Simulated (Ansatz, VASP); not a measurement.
# ZnCd2Se2S: VASP beside Ansatz

```
CELL_PARAMETERS angstrom
4.89261 0.00000 0.00000
-2.44630 4.23712 0.00000
0.00000 0.00000 10.38098
ATOMIC_POSITIONS crystal
Zn 0.00000 0.00000 0.50000
Cd 0.00000 0.00000 0.24633
Cd 0.00000 0.00000 0.75367
Se 0.33333 0.66667 0.00000
Se 0.66667 0.33333 0.00000
S 0.00000 0.00000 0.00000
```

Alike in both runs: functional PBE; k mesh 6 × 6 × 2; occupations gaussian, width 0.1 eV; no spin polarisation.

Ansatz relaxed the structure, and its values are those at the end. VASP's run is a single point on that final structure, the one shown.

```csv
,VASP,Ansatz
version,VASP 6.6.1,Ansatz 0.2.0
potentials or method,"VASP PAW PBE potentials, release 64 (Zn, Cd, Se, S), cutoff 520 eV","scalar-relativistic, plane waves, PAW"
valence electrons in the cell,54,90
```

```tsv
	VASP	Ansatz	Ansatz less VASP
gap on the k mesh at the Fermi level (eV)	none	none	-
pressure (GPa)	0.0	0.0	-0.08
rms of the force components (eV/Å)	0.002	0.005	+0.0031
```

A gap of «none» marks a metal or a gap that the smearing closes. VASP's potentials hold 54 valence electrons a cell and Ansatz's 90, so a difference there can come from the potentials and not from the codes.
